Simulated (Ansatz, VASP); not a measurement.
**Ca in VASP and in Ansatz**

```
Ca
1.0
    -2.24378    2.24378    2.08983
     2.24378   -2.24378    2.08983
     2.24378    2.24378   -2.08983
Ca
1
Direct
  0.00000 0.00000 0.00000
```

Alike in both runs: functional PBE; k mesh 18 × 18 × 18; occupations gaussian, width 0.1 eV; no spin polarisation.

Ansatz relaxed the structure, and its values are those at the end. VASP's run is a single point on that final structure, the one shown.

```csv
,VASP,Ansatz
version,VASP 6.6.1,Ansatz 0.2.0
potentials or method,"VASP PAW PBE potentials, release 64 (Ca_sv), cutoff 520 eV","scalar-relativistic, plane waves, PAW"
valence electrons in the cell,10,10
```

|  | VASP | Ansatz | Ansatz less VASP |
| --- | --- | --- | --- |
| gap on the k mesh at the Fermi level (eV) | none | none | - |
| pressure (GPa) | 0.0 | 0.0 | -0.01 |

A gap of «none» marks a metal or a gap that the smearing closes.
